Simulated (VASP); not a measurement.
Crystal: Sc.

```
Sc
1.0
     2.36459    0.00000    0.00000
    -1.18230    2.04780    0.00000
     0.00000    0.00000    4.08136
Sc
2
Direct
  0.33333 0.66667 0.25000
  0.66667 0.33333 0.75000
```

Base run:

- Program: VASP 6.6.1
- Functional: PBE
- Dispersion: D3(BJ)
- Potentials or basis: VASP PAW PBE potentials, release 64 (Sc_sv)
- Cutoff: 500 eV
- k mesh: 13 × 13 × 7
- Occupations: fermi-dirac, width 0.08 eV
- Spin: no spin polarisation

Its results: band gap on the k mesh zero (band 11 reaches 12.43 eV, above the bottom of band 12 at 9.77 eV); pressure 156.7 GPa.

**Question.** The run is repeated on the same cell with these changes: dispersion from D3(BJ) to none; cutoff from 500 eV to 520 eV. What comes out?

**Answer.** Band gap on the k mesh zero (band 11 reaches 12.43 eV, above the bottom of band 12 at 9.77 eV); pressure 173.1 GPa.

Caveats: pairwise dispersion overbinds metals, which lowers pressure and volume (some runs).
